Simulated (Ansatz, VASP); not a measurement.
**Two plane-wave programs on SrTa3**

```
CELL_PARAMETERS angstrom
4.42853 0.00000 0.00000
0.00000 4.42853 0.00000
0.00000 0.00000 4.42853
ATOMIC_POSITIONS crystal
Sr 0.00000 0.00000 0.00000
Ta 0.00000 0.50000 0.50000
Ta 0.50000 0.00000 0.50000
Ta 0.50000 0.50000 0.00000
```

Alike in both runs: functional PBE; k mesh 10 × 10 × 10; occupations gaussian, width 0.1 eV; no spin polarisation.

Ansatz relaxed the structure, and its values are those at the end. VASP's run is a single point on that final structure, the one shown.

|  | VASP | Ansatz |
| --- | --- | --- |
| version | VASP 6.6.1 | Ansatz 0.2.0 |
| potentials or method | VASP PAW PBE potentials, release 64 (Sr_sv, Ta_pv), cutoff 520 eV | scalar-relativistic, plane waves, PAW |
| valence electrons in the cell | 43 | 49 |

|  | VASP | Ansatz | Ansatz less VASP |
| --- | --- | --- | --- |
| gap on the k mesh at the Fermi level (eV) | none | none | - |
| pressure (GPa) | 0.2 | 0.0 | -0.22 |

A gap of «none» marks a metal or a gap that the smearing closes. VASP's potentials hold 43 valence electrons a cell and Ansatz's 49, so a difference there can come from the potentials and not from the codes.

Spin-orbit coupling is off throughout.
